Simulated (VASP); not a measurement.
# Sr4LiCl8 (a cell with a defect) in VASP: a series of runs

Runs on Sr4LiCl8 (a cell with a defect). Level: PBE. Tasks: single point.

Program: VASP 6.6.1. These are calculated values, not measurements. Logs are shortened: lines on timing, memory, paths and dates and some standing lists are left out, and cuts for length are marked.

**1. The cell of the first run**

The cell holds a defect, 13 atoms: a = 6.965 Å, b = 6.965 Å, c = 6.965 Å, α = 90.00°, β = 90.00°, γ = 90.00°.

**2. Single point, PBE**

Input file INCAR:

```
SYSTEM = Sr4LiCl8
ALGO     = Normal         ! electronic algorithm
EDIFF    = 1E-6           ! SCF threshold, eV
ENCUT    = 520            ! plane-wave cutoff, eV
GGA      = PE             ! functional
ISIF     = 2              ! what is computed and relaxed
ISMEAR   = -1             ! smearing method
LASPH    = .TRUE.         ! aspherical terms in the spheres
LCHARG   = .TRUE.         ! write CHGCAR
LELF     = .TRUE.         ! ELF
LREAL    = .FALSE.        ! projectors in reciprocal space
LVHAR    = .TRUE.       
LWAVE    = .FALSE.        ! write WAVECAR
NBANDS   = 62             ! bands
NELECT   = 98.0         
NELM     = 80             ! most SCF steps
PREC     = Accurate       ! precision mode
SIGMA    = 0.02           ! smearing width, eV
```

Input file KPOINTS:

```
k-points
0
G
  2 2 2
  0 0 0
```

Input file POSCAR:

```
Sr4LiCl8
1.0
    6.9650000000      0.0000000000      0.0000000000
    0.0000000000      6.9650000000      0.0000000000
    0.0000000000      0.0000000000      6.9650000000
Sr Cl Li
4 8 1
Direct
   -0.0095776023     -0.0000335966     -0.0001343862
    0.4907731515      0.5002307251     -0.0001355348
    0.4907702800     -0.0000361809      0.5001330940
   -0.0103844939      0.5013095477      0.5012211055
    0.2211751615      0.2693566403      0.2692400574
    0.7013661163      0.7893448672      0.7892476669
    0.7592383345      0.7313863604      0.2664993539
    0.2828170854      0.2079503230      0.7924897344
    0.7592310122      0.2665931084      0.7312934673
    0.2828219670      0.7926011486      0.2078402010
    0.2241457286      0.7316203877      0.7315079684
    0.6979154343      0.2077319454      0.2076320172
    0.4901988514      1.0002364681      0.0001376884
```

Potentials or basis: VASP PAW PBE potentials, release 64 (Sr_sv, Cl, Li_sv).

Command:

```bash
$ cat potpaw_PBE.64/Sr_sv/POTCAR potpaw_PBE.64/Cl/POTCAR potpaw_PBE.64/Li_sv/POTCAR > POTCAR
$ mpirun -np 1 vasp_std > vasp.out
```

OUTCAR:

```text
SYSTEM = Sr4LiCl8
   EDIFF = 1E-6
   ENCUT = 520
   GGA = PE
   ISIF = 2
   ISMEAR = -1
   LASPH = .TRUE.
   LREAL = .FALSE.
   NELECT = 98.0
   NELM = 80
   PREC = Accurate

 ion  position               nearest neighbor table
   1  0.990  1.000  1.000-  10 2.89   8 2.89  12 2.89   6 2.89   9 3.09   7 3.09   5 3.10  11 3.10
                            13 3.48  13 3.48   4 4.91   3 4.92   2 4.92   2 4.92   3 4.92   4 4.92
   2  0.491  0.500  1.000-  12 2.89   8 2.89  10 2.89   6 2.89   7 3.09  11 3.09   5 3.10   9 3.11
                            13 3.48  13 3.48   4 4.91   1 4.92   3 4.92   4 4.92   1 4.92   3 4.92
   3  0.491  1.000  0.500-  12 2.89  10 2.89   8 2.89   6 2.89   9 3.09  11 3.09   5 3.10   7 3.11
                            13 3.48  13 3.48   4 4.91   1 4.92   2 4.92   4 4.92   1 4.92   2 4.92
   4  0.990  0.501  0.501-  11 2.80   9 2.80   7 2.80   5 2.80   6 3.48   8 3.53  10 3.53  12 3.53
                             1 4.91   2 4.91   3 4.91   2 4.92   3 4.92   1 4.92   1 4.93   3 4.93
   5  0.221  0.269  0.269-   4 2.80   1 3.10   2 3.10   3 3.10
   6  0.701  0.789  0.789-  13 2.55   1 2.89   2 2.89   3 2.89   4 3.48
   7  0.759  0.731  0.266-   4 2.80   2 3.09   1 3.09   3 3.11
   8  0.283  0.208  0.792-  13 2.50   2 2.89   1 2.89   3 2.89   4 3.53
   9  0.759  0.267  0.731-   4 2.80   3 3.09   1 3.09   2 3.11
  10  0.283  0.793  0.208-  13 2.50   3 2.89   1 2.89   2 2.89   4 3.53
  11  0.224  0.732  0.732-   4 2.80   3 3.09   2 3.09   1 3.10
  12  0.698  0.208  0.208-  13 2.50   2 2.89   3 2.89   1 2.89   4 3.53
  13  0.490  0.000  0.000-  12 2.50  10 2.50   8 2.50   6 2.55   1 3.48   2 3.48   3 3.48   3 3.48
                             2 3.48   1 3.48

  LATTYP: Found a simple cubic cell.
 ALAT       =     6.9650000000

  Lattice vectors:

 A1 = (   6.9650000000,   0.0000000000,   0.0000000000)
 A2 = (   0.0000000000,   6.9650000000,   0.0000000000)
 A3 = (   0.0000000000,   0.0000000000,   6.9650000000)

Analysis of symmetry for initial positions (statically):
=====================================================================
 Subroutine PRICEL returns:
 Original cell was already a primitive cell.

 Routine SETGRP: Setting up the symmetry group for a
 simple cubic supercell.

 Subroutine GETGRP returns: Found  1 space group operations
 (whereof  1 operations were pure point group operations)
 out of a pool of 48 trial point group operations.

The static configuration has the point symmetry C_1 .

Analysis of symmetry for dynamics (positions and initial velocities):
=====================================================================
 Subroutine PRICEL returns:
 Original cell was already a primitive cell.

 Routine SETGRP: Setting up the symmetry group for a
 simple cubic supercell.

 Subroutine GETGRP returns: Found  1 space group operations
 (whereof  1 operations were pure point group operations)
 out of a pool of 48 trial point group operations.

The dynamic configuration has the point symmetry C_1 .

 Subroutine INISYM returns: Found  1 space group operations
 (whereof  1 operations are pure point group operations),
 and found     1 'primitive' translations

----------------------------------------------------------------------------------------

                                     Primitive cell

  volume of cell :     337.8807

  direct lattice vectors                    reciprocal lattice vectors
     6.965000000  0.000000000  0.000000000     0.143575018  0.000000000  0.000000000
     0.000000000  6.965000000  0.000000000     0.000000000  0.143575018  0.000000000
     0.000000000  0.000000000  6.965000000     0.000000000  0.000000000  0.143575018

  length of vectors
     6.965000000  6.965000000  6.965000000     0.143575018  0.143575018  0.143575018

  position of ions in fractional coordinates (direct lattice)
     0.990422398  0.999966403  0.999865614
     0.490773152  0.500230725  0.999864465
     0.490770280  0.999963819  0.500133094
     0.989615506  0.501309548  0.501221106
     0.221175161  0.269356640  0.269240057
     0.701366116  0.789344867  0.789247667
     0.759238334  0.731386360  0.266499354
     0.282817085  0.207950323  0.792489734
     0.759231012  0.266593108  0.731293467
     0.282821967  0.792601149  0.207840201
     0.224145729  0.731620388  0.731507968
     0.697915434  0.207731945  0.207632017
[... 29 lines left out ...]
     0.071787509  0.000000000  0.000000000     0.500000000  0.000000000  0.000000000
     0.000000000  0.071787509  0.000000000     0.000000000  0.500000000  0.000000000
     0.000000000  0.000000000  0.071787509     0.000000000  0.000000000  0.500000000

  Length of vectors
     0.071787509  0.071787509  0.071787509

  Shift w.r.t. Gamma in fractional coordinates (k-lattice)
     0.000000000  0.000000000  0.000000000

 Subroutine IBZKPT returns following result:
 ===========================================

 Found      8 irreducible k-points:

 Following reciprocal coordinates:
[... 23 lines left out ...]
   LSORBIT =      F    spin-orbit coupling
   LASPH  =      T    aspherical Exc in radial PAW
   ENCUT  =  520.0 eV  38.22 Ry    6.18 a.u.  12.95 12.95 12.95*2*pi/ulx,y,z
   NELM   =     80;   NELMIN=  2; NELMDL= -5     # of ELM steps
   EDIFF  = 0.1E-05   stopping-criterion for ELM
   LREAL  =      F    real-space projection
   EDIFFG = 0.1E-04   stopping-criterion for IOM
   NSW    =      0    number of steps for IOM
   IBRION =     -1    ionic relax: 0-MD 1-quasi-New 2-CG
   NFREE  =      0    steps in history (QN), initial steepest desc. (CG)
   ISIF   =      2    stress and relaxation
   ISYM   =      2    0-nonsym 1-usesym 2-fastsym
   POTIM  = 0.5000    time-step for ionic-motion
   TEBEG  =    0.0;   TEEND  =   0.0 temperature during run
   PSTRESS=    0.0 pullay stress
   NELECT =      98.0000    total number of electrons
   NUPDOWN=      -1.0000    fix difference up-down
   EMIN   =  10.00;   EMAX   =-10.00  energy-range for DOS
   EFERMI =   0.00;   METHOD = LEGACY
   ISMEAR =    -1;   SIGMA  =   0.02  broadening in eV -4-tet -1-fermi 0-gaus
   EFERMI_NEDOS =   21; number of points for ismear=-14 and -15
   IALGO  =     38    algorithm
   IMIX   =      4    mixing-type and parameters
     AMIX     =   0.40;   BMIX     =  1.00
     AMIX_MAG =   1.60;   BMIX_MAG =  1.00
  volume/ion in A,a.u.               =      25.99       175.39
  Fermi-wavevector in a.u.,A,eV,Ry     =   1.083667  2.047833 15.977778  1.174334
  Thomas-Fermi vector in A             =   2.219738
   LORBIT       =      0    0 simple, 1 ext, 2 COOP (PROOUT), +10 PAW based schemes
   GGA     = PE    functional components
   LHFCALC =     F    Hartree Fock is set to
   AEXX    =    0.0000 exact exchange contribution
   IVDW    =     0    specifies the selected vdW correction
   LEPSILON=     F    determine dielectric tensor
   LRPA    =     F    only Hartree local field effects (RPA)
 non-spin polarized calculation
  energy-cutoff  :      520.00
  volume of cell :      337.88
 maximum number of plane-waves:      9124
 NGX is ok and might be reduce to    54
   NGX = 25   NGY = 25   NGZ = 25

 number of electron      98.0000002 magnetization

 Free energy of the ion-electron system (eV)
  ---------------------------------------------------
  ext. energy  EPLUGINS =         0.00000000
  ---------------------------------------------------
  free energy    TOTEN  =       -56.74803141 eV

  energy without entropy =      -56.74803141  energy(sigma->0) =      -56.74803141

 E-fermi :   0.6253     XC(G=0):  -8.3640

 val. band max:        0.0922076217   @ k =   0.5000   0.0000   0.0000
 cond. band min:       5.7114022989   @ k =   0.0000   0.0000   0.0000
 fundamental gap:      5.6191946772
 Fermi energy:         0.6253208083

 k-point     1 :       0.0000    0.0000    0.0000
  band No.  band energies     occupation
      1     -43.8788      2.00000
      2     -32.2625      2.00000
      3     -32.2066      2.00000
      4     -32.2027      2.00000
      5     -32.2026      2.00000
      6     -14.7170      2.00000
[... 501 lines left out ...]
     60       7.7273      0.00000
     61       7.8757      0.00000
 [bands above 61 left out]

------------------------ aborting loop because EDIFF is reached ----------------------------------------

  FORCE on cell =-STRESS in cart. coord.  units (eV):
  Direction    XX          YY          ZZ          XY          YZ          ZX
  --------------------------------------------------------------------------------------
  -------------------------------------------------------------------------------------
  Total       -0.1747508     -0.1743296     -0.1742952      0.0569067     -0.0495841      0.0564717
  in kB       -0.8286411     -0.8266437     -0.8264807      0.2698425     -0.2351199      0.2677801
  external PRESSURE =      -0.8272552 kB  Pullay stress =       0.0000000 kB

 VOLUME and BASIS-vectors are now :
 -----------------------------------------------------------------------------
  energy-cutoff  :      520.00
  volume of cell :      337.88
      direct lattice vectors                 reciprocal lattice vectors
     6.965000000  0.000000000  0.000000000     0.143575018  0.000000000  0.000000000
     0.000000000  6.965000000  0.000000000     0.000000000  0.143575018  0.000000000
     0.000000000  0.000000000  6.965000000     0.000000000  0.000000000  0.143575018

 POSITION                                       TOTAL-FORCE (eV/Angst)
 -----------------------------------------------------------------------------------
      6.89829      6.96477      6.96406         0.002244      0.000506      0.000480
      3.41824      3.48411      6.96406        -0.000512     -0.001766      0.000624
      3.41822      6.96475      3.48343        -0.000421      0.000618     -0.001951
      6.89267      3.49162      3.49100         0.000952     -0.001967     -0.002018
      1.54048      1.87607      1.87526         0.008293     -0.007501     -0.007367
      4.88502      5.49779      5.49711        -0.005954      0.005515      0.005496
      5.28809      5.09411      1.85617        -0.006497      0.006442     -0.001648
      1.96982      1.44837      5.51969        -0.002849      0.001844     -0.003872
      5.28804      1.85682      5.09346        -0.006461     -0.001624      0.006367
      1.96986      5.52047      1.44761        -0.002718     -0.003919      0.001847
      1.56117      5.09574      5.09495         0.002261      0.006159      0.006262
      4.86098      1.44685      1.44616         0.003591      0.002315      0.002458
      3.41424      0.00165      0.00096         0.008070     -0.006621     -0.006677
 -----------------------------------------------------------------------------------
    total drift:                                0.000003     -0.000026     -0.000002

  FREE ENERGIE OF THE ION-ELECTRON SYSTEM (eV)
  ---------------------------------------------------
  free  energy   TOTEN  =       -56.7480314148 eV

  energy  without entropy=      -56.7480314148  energy(sigma->0) =      -56.74803141
```

Wall time 4.9 min (1 thread of Intel Xeon Platinum 8488C (Sapphire Rapids), shared host); peak memory 0.46 GiB.

What came out:

```
Free energy   : -56.7480 eV
Largest force : 0.013 eV/Å
```

Forces in eV/Å, atoms in the order of the input:
```
Sr   0.002  0.001  0.000
Sr  -0.001 -0.002  0.001
Sr   0.000  0.001 -0.002
Sr   0.001 -0.002 -0.002
Cl   0.008 -0.008 -0.007
Cl  -0.006  0.006  0.005
Cl  -0.006  0.006 -0.002
Cl  -0.003  0.002 -0.004
Cl  -0.006 -0.002  0.006
Cl  -0.003 -0.004  0.002
Cl   0.002  0.006  0.006
Cl   0.004  0.002  0.002
Li   0.008 -0.007 -0.007
```

Levels at points of the mesh, in eV from the Fermi level:
```csv
k point,band 47,band 48,band 49,band 50,band 51,band 52
"(0.00, 0.00, 0.00)",-0.69,-0.57,-0.57,5.09,5.38,5.38
"(0.50, 0.00, 0.00)",-0.66,-0.66,-0.53,5.78,5.89,6.15
"(0.00, 0.50, 0.00)",-0.66,-0.66,-0.53,5.78,5.89,6.15
"(0.00, 0.00, 0.50)",-0.66,-0.66,-0.53,5.78,5.89,6.15
"(0.50, 0.50, 0.00)",-0.68,-0.67,-0.66,5.96,5.99,6.25
"(0.00, 0.50, 0.50)",-0.68,-0.67,-0.66,5.97,5.99,6.25
"(0.50, 0.00, 0.50)",-0.68,-0.67,-0.66,5.96,5.99,6.25
"(0.50, 0.50, 0.50)",-1.05,-1.04,-1.04,5.86,5.89,5.89
```

Caveat: the k points lie up to 0.45 Å⁻¹ apart; the cell carries a net charge on a neutralising background, which shifts energy and pressure; the cell is charged against a uniform background, so pressure and absolute levels hang on convention; the cutoff is under 1.25 times the usual one of these potentials, so pressure, stress and relaxed cells hold a basis-set (Pulay) error.

**3. Single point, PBE**

Input file INCAR:

```
ALGO = Normal ; EDIFF = 1E-6
ENCUT = 520 ; GGA = PE
ISIF = 2 ; ISMEAR = -1
LASPH = True ; LCHARG = False
LREAL = False ; LWAVE = False
NBANDS = 62 ; NELECT = 98.0
NELM = 100 ; PREC = Accurate
SIGMA = 0.02
```

Input file KPOINTS:

```
k-points
0
Gamma
  2 2 2
```

Input file POSCAR:

```
Sr4LiCl8
1.0
    6.9650000000      0.0000000000      0.0000000000
    0.0000000000      6.9650000000      0.0000000000
    0.0000000000      0.0000000000      6.9650000000
Sr Cl Li
4 8 1
Direct
   -0.0005834889     -0.0099009332      0.0007872218
    0.4994211055      0.4902335966      0.0007071070
    0.4993629576     -0.0099023690      0.5007306533
   -0.0004272793      0.4896238335      0.5005468772
    0.2903394113      0.1992245513      0.2098012922
    0.7679396985      0.7219836324      0.7322516870
    0.7073562096      0.7822353195      0.2086851400
    0.2314393396      0.2585997128      0.7330928930
    0.7080076095      0.1987204594      0.7921409907
    0.2309678392      0.7223193108      0.2692254128
    0.2914904523      0.7822901651      0.7928305815
    0.7670298636      0.2585385499      0.2686852836
    0.4992931802      0.9900080402      0.0009012204
```

Potentials or basis: VASP PAW PBE potentials, release 64 (Sr_sv, Cl, Li_sv).

Command:

```bash
$ cat potpaw_PBE.64/Sr_sv/POTCAR potpaw_PBE.64/Cl/POTCAR potpaw_PBE.64/Li_sv/POTCAR > POTCAR
$ mpirun -np 1 vasp_std > vasp.out
```

Run time: 4.4 min. Hardware: 1 thread of Intel Xeon Platinum 8488C (Sapphire Rapids), shared host; peak memory 0.46 GiB.

Results (log left out):

```
Free energy   : -56.7483 eV
Largest force : 0.009 eV/Å
```

Forces on the atoms (eV/Å):
```
Sr  -0.002  0.008  0.000
Sr   0.000 -0.007  0.001
Sr   0.001  0.008  0.002
Sr  -0.003 -0.003  0.002
Cl   0.000 -0.002  0.000
Cl   0.000  0.001  0.000
Cl   0.004 -0.006  0.005
Cl   0.001 -0.002  0.000
Cl   0.001 -0.001 -0.001
Cl   0.002  0.003 -0.003
Cl  -0.005 -0.006 -0.004
Cl   0.000 -0.001  0.000
Li   0.000  0.009 -0.001
```

Levels at points of the mesh, in eV from the Fermi level:
```
           k point  band 45  band 46  band 47  band 48  band 49  band 50  band 51  band 52  band 53  band 54
(0.00, 0.00, 0.00)    -0.72    -0.72    -0.72    -0.60    -0.60     5.06     5.36     5.36     6.19     6.20
(0.50, 0.00, 0.00)    -0.76    -0.74    -0.69    -0.69    -0.56     5.76     5.87     6.13     6.15     6.29
(0.00, 0.50, 0.00)    -0.76    -0.74    -0.69    -0.69    -0.56     5.76     5.87     6.13     6.15     6.29
(0.00, 0.00, 0.50)    -0.76    -0.74    -0.69    -0.69    -0.56     5.76     5.87     6.13     6.15     6.29
(0.50, 0.50, 0.00)    -1.16    -0.75    -0.71    -0.69    -0.69     5.95     5.95     6.23     6.27     6.43
(0.00, 0.50, 0.50)    -1.16    -0.75    -0.71    -0.69    -0.69     5.95     5.95     6.23     6.27     6.43
(0.50, 0.00, 0.50)    -1.16    -0.75    -0.71    -0.70    -0.69     5.95     5.96     6.23     6.27     6.43
(0.50, 0.50, 0.50)    -1.24    -1.23    -1.07    -1.06    -1.06     5.85     5.86     5.87     6.60     6.60
```

Caveat: the k points lie up to 0.45 Å⁻¹ apart; the cell carries a net charge on a neutralising background, which shifts energy and pressure; the cell is charged against a uniform background, so pressure and absolute levels hang on convention; the cutoff is under 1.25 times the usual one of these potentials, so pressure, stress and relaxed cells hold a basis-set (Pulay) error.

**4. Single point, PBE**

Input file INCAR:

```
SYSTEM = Sr4LiCl8
PREC = Accurate
ENCUT = 520
EDIFF = 1E-6
ISMEAR = -1
SIGMA = 0.02
LREAL = .False.
LASPH = .True.
NELM = 60
ALGO = Normal
ISIF = 2
LWAVE = .False.
LCHARG = .False.
GGA = PE
NELECT = 98.0
NBANDS = 62
```

Input file KPOINTS:

```
regular mesh
0
Gamma
  2 2 2
  0 0 0
```

Input file POSCAR:

```
Sr4LiCl8
1.0
    6.9650000000      0.0000000000      0.0000000000
    0.0000000000      6.9650000000      0.0000000000
    0.0000000000      0.0000000000      6.9650000000
Sr Cl Li
4 8 1
Direct
   -0.0027030869     -0.0072723618      0.0005490309
    0.4972483848      0.4924891601      0.0005165829
    0.4972275664     -0.0072730797      0.5004315865
   -0.0026900215      0.4922667624      0.5004410625
    0.2691936827      0.2205806174      0.2285270639
    0.7551023690      0.7349995693      0.7426831299
    0.7241195980      0.7656926059      0.2270445083
    0.2402779612      0.2498875808      0.7439342426
    0.7245849246      0.2195276382      0.7731504666
    0.2399580761      0.7359134243      0.2578483848
    0.2707717157      0.7657965542      0.7737124192
    0.7537763101      0.2498124910      0.2574536971
    0.4969829146      0.9926325915      0.0007407035
```

Command:

```bash
$ cat potpaw_PBE.64/Sr_sv/POTCAR potpaw_PBE.64/Cl/POTCAR potpaw_PBE.64/Li_sv/POTCAR > POTCAR
$ mpirun -np 1 vasp_std > vasp.out
```

Run time: 4.1 min. Hardware: 1 thread of Intel Xeon Platinum 8488C (Sapphire Rapids), shared host; peak memory 0.46 GiB.

It converged, with:

```
Free energy   : -56.6314 eV
Largest force : 0.116 eV/Å
```

Forces in eV/Å, atoms in the order of the input:
```
Sr  -0.002 -0.003 -0.002
Sr   0.001  0.004 -0.001
Sr   0.001 -0.003  0.002
Sr   0.005 -0.003 -0.005
Cl   0.068 -0.067 -0.067
Cl   0.060 -0.060 -0.060
Cl  -0.067  0.067 -0.064
Cl  -0.066  0.066 -0.066
Cl  -0.067 -0.064  0.068
Cl  -0.066 -0.066  0.066
Cl   0.064  0.067  0.067
Cl   0.067  0.066  0.066
Li   0.002 -0.005 -0.003
```

Levels at points of the mesh, in eV from the Fermi level:
| k point | band 46 | band 47 | band 48 | band 49 | band 50 | band 51 | band 52 | band 53 |
| --- | --- | --- | --- | --- | --- | --- | --- | --- |
| (0.00, 0.00, 0.00) | -0.80 | -0.63 | -0.48 | -0.48 | 4.64 | 5.08 | 5.08 | 5.39 |
| (0.50, 0.00, 0.00) | -0.78 | -0.75 | -0.68 | -0.52 | 5.16 | 5.66 | 5.90 | 5.91 |
| (0.00, 0.50, 0.00) | -0.78 | -0.75 | -0.68 | -0.52 | 5.16 | 5.66 | 5.90 | 5.91 |
| (0.00, 0.00, 0.50) | -0.78 | -0.75 | -0.68 | -0.52 | 5.16 | 5.66 | 5.90 | 5.91 |
| (0.50, 0.50, 0.00) | -0.77 | -0.73 | -0.73 | -0.70 | 5.52 | 5.72 | 5.73 | 6.03 |
| (0.00, 0.50, 0.50) | -0.77 | -0.73 | -0.73 | -0.70 | 5.52 | 5.72 | 5.73 | 6.03 |
| (0.50, 0.00, 0.50) | -0.77 | -0.74 | -0.73 | -0.70 | 5.52 | 5.71 | 5.73 | 6.03 |
| (0.50, 0.50, 0.50) | -1.51 | -1.25 | -1.25 | -1.24 | 5.66 | 5.67 | 5.68 | 6.42 |

Caveat: the k points lie up to 0.45 Å⁻¹ apart; the cell carries a net charge on a neutralising background, which shifts energy and pressure; the cell is charged against a uniform background, so pressure and absolute levels hang on convention; the cutoff is under 1.25 times the usual one of these potentials, so pressure, stress and relaxed cells hold a basis-set (Pulay) error.
